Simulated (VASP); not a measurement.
Set up this calculation in VASP 6.6.1, as the native input.

```
Task                   : single point
Functional             : PBE
Potentials or basis    : VASP PAW PBE potentials, release 64 (Ca_sv, Se)
Cutoff                 : 520 eV
k mesh                 : 10 × 10 × 10
Occupations            : gaussian, width 0.1 eV
Spin                   : no spin polarisation
Dipole correction      : no
Further INCAR settings : ALGO = Normal; EDIFF = 1e-06; NBANDS = 26
```

The structure of Ca3Se lies in POSCAR:

```
Ca3Se
1.0
    5.0425587676      0.0000000000      0.0000000000
    0.0000000000      5.0425587676      0.0000000000
    0.0000000000      0.0000000000      5.0425587676
Ca Se
3 1
Direct
    0.0000000000      0.5000000000      0.5000000000
    0.5000000000      0.0000000000      0.5000000000
    0.5000000000      0.5000000000      0.0000000000
    0.0000000000      0.0000000000      0.0000000000
```

These files were run (other wordings do the same):

INCAR

```
SYSTEM = Ca3Se
  ALGO = Normal
  EDIFF = 1E-6
  ENCUT = 520
  GGA = PE
  ISIF = 2
  ISMEAR = 0
  LASPH = .True.
  LCHARG = .False.
  LREAL = .False.
  LWAVE = .False.
  NBANDS = 26
  NELM = 60
  PREC = Accurate
  SIGMA = 0.1
```

KPOINTS

```
k-points
0
Gamma
  10 10 10
  0 0 0
```

Potentials or basis: VASP PAW PBE potentials, release 64 (Ca_sv, Se).

Launch:

```console
$ cat potpaw_PBE.64/Ca_sv/POTCAR potpaw_PBE.64/Se/POTCAR > POTCAR
$ mpirun -np 1 vasp_std > vasp.out
```

Results of the run:

```yaml
Pressure: 0.0 GPa
Band_gap_on_the_k_mesh: zero (bands 18 and 19 overlap by 1.67 eV)
```

Run time: 4.5 min on 1 thread of Intel Xeon 8259CL (shared host), peak memory 0.35 GiB.
